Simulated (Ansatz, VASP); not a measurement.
**Two plane-wave programs on Bi2Te3**

Contents of INCAR:

```
PREC = Accurate
ENCUT = 520
EDIFF = 1E-6
ISMEAR = 0
SIGMA = 0.02
LREAL = False
LASPH = True
NELM = 100
ALGO = Normal
ISIF = 2
LWAVE = False
LCHARG = False
GGA = PE
NBANDS = 32
```

KPOINTS

```
regular mesh
0
Gamma
  12 12 12
```

Contents of POSCAR:

```
Bi2Te3
1.0
    2.2232746838      1.2836082372     10.7228908386
   -2.2232746838      1.2836082372     10.7228908386
    0.0000000000     -2.5672164744     10.7228908386
Bi Te
2 3
Direct
    0.3972076354      0.3972076354      0.3972076354
    0.6027923646      0.6027923646      0.6027923646
    0.0000000000      0.0000000000      0.0000000000
    0.2160333175      0.2160333175      0.2160333175
    0.7839666825      0.7839666825      0.7839666825
```

Input for Ansatz:

```yaml
crystal:
  lattice:
    - [2.2232746872, 1.2836082391, 10.7228906756]
    - [-2.2232746872, 1.2836082391, 10.7228906756]
    - [0.0, -2.5672164782, 10.7228906756]
  atoms:
    - { symbol: Bi, position: [0.3972076361, 0.3972076361, 0.3972076361] }
    - { symbol: Bi, position: [0.6027923639, 0.6027923639, 0.6027923639] }
    - { symbol: Te, position: [0.0, 0.0, 0.0] }
    - { symbol: Te, position: [0.2160333159, 0.2160333159, 0.2160333159] }
    - { symbol: Te, position: [0.7839666841, 0.7839666841, 0.7839666841] }
basis:
  ecutwfc: 420
kpoints:
  mp_grid: { grid: [12, 12, 12] }
  band_path:
    path:
      - [[0.0, 0.0, 0.0], [0.5, 0.5, 0.5], [0.82378011, 0.17621989, 0.5]]
      - [[0.5, -0.17621989, 0.17621989], [0.5, 0.0, 0.0], [0.0, 0.0, 0.0], [0.33810995, -0.33810995, 0.0]]
      - [[0.66189005, 0.0, 0.33810995], [0.5, 0.0, 0.5], [0.0, 0.0, 0.0]]
    npoints: 14
hamiltonian:
  xc: pbe
scf:
  occupations: { method: gaussian, width: 0.02 }
  n_extra_bands: 12
output:
  forces: true
  stress: true
  eigenvalues: true
  populations: true
  dos: { projected: true, de: 0.02, nscf_kmesh: { grid: [18, 18, 18] } }
  bader: true
  write_density: true
  write_potential: true
  elf: true
  volumetric_format: npy
```

Alike in both runs: task single point; functional PBE; k mesh 12 × 12 × 12; occupations gaussian, width 0.02 eV; no spin polarisation.

|  | VASP | Ansatz |
| --- | --- | --- |
| version | VASP 6.6.1 | Ansatz 0.2.0 |
| potentials or method | VASP PAW PBE potentials, release 64 (Bi_d, Te), cutoff 520 eV | scalar-relativistic, plane waves, PAW |
| valence electrons in the cell | 48 | 78 |

VASP gave:

```
gap on the k mesh at the Fermi level (eV) : 0.54
least direct gap on the mesh (eV)         : 0.54
pressure (GPa)                            : 0.0
rms of the force components (eV/Å)        : 0.004
```

Question: What did Ansatz give for the same quantities?

Answer: gap on the k mesh at the Fermi level (eV): 0.55; least direct gap on the mesh (eV): 0.55; pressure (GPa): 0.0; rms of the force components (eV/Å): 0.000.

Atom by atom the forces differ by 0.004 eV/Å (rms over components). VASP's potentials hold 48 valence electrons a cell and Ansatz's 78, so a difference there can come from the potentials and not from the codes.

Neither program's run includes spin-orbit coupling.
